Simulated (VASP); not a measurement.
Wanted: the native input for a VASP 6.6.1 run.

```yaml
Task: single point
Functional: PBEsol
Potentials_or_basis: VASP PAW PBE potentials, release 64 (Sn_d)
Cutoff: 520 eV
k_mesh: 9 × 9 × 4
Occupations: gaussian, width 0.1 eV
Spin: no spin polarisation
Dipole_correction: no
Further_INCAR_settings: ALGO = Normal; EDIFF = 1e-07; NBANDS = 21
```

The structure of Sn lies in POSCAR:

```
Sn
1.0
    3.3451273938      0.0000000035      0.0000000000
   -1.6725636999      2.8969653001      0.0000000000
    0.0000000000      0.0000000000      5.4054162177
Sn
2
Direct
    0.3333333333      0.6666666667      0.2500000000
    0.6666666667      0.3333333333      0.7500000000
```

This isn't the form of Sn at room conditions, which is tetragonal (white tin).

One way to write it, as run:

INCAR

```
PREC = Accurate
ENCUT = 520
EDIFF = 1E-7
ISMEAR = 0
SIGMA = 0.1
LREAL = F
LASPH = T
NELM = 80
ALGO = Normal
ISIF = 2
LWAVE = F
LCHARG = T
GGA = PS
LELF = T
LVHAR = T
NBANDS = 21
```

KPOINTS

```
regular mesh
0
Gamma
  9 9 4
```

Potentials or basis: VASP PAW PBE potentials, release 64 (Sn_d).

Run with:

```bash
$ cat potpaw_PBE.64/Sn_d/POTCAR > POTCAR
$ mpirun -np 1 vasp_std > vasp.out
```

It gave:

| Item | Value |
| --- | --- |
| Pressure | -0.2 GPa |
| Band gap on the k mesh | zero (bands 14 and 15 overlap by 7.84 eV) |

Caveat: the PAW data sets were made with another functional, which shifts forces and pressure a little; spin-orbit coupling is left out, which moves the levels of the heavy elements.

Wall time 47 s on 1 thread of Intel Xeon 8259CL, on a shared host, peak memory 0.19 GiB.
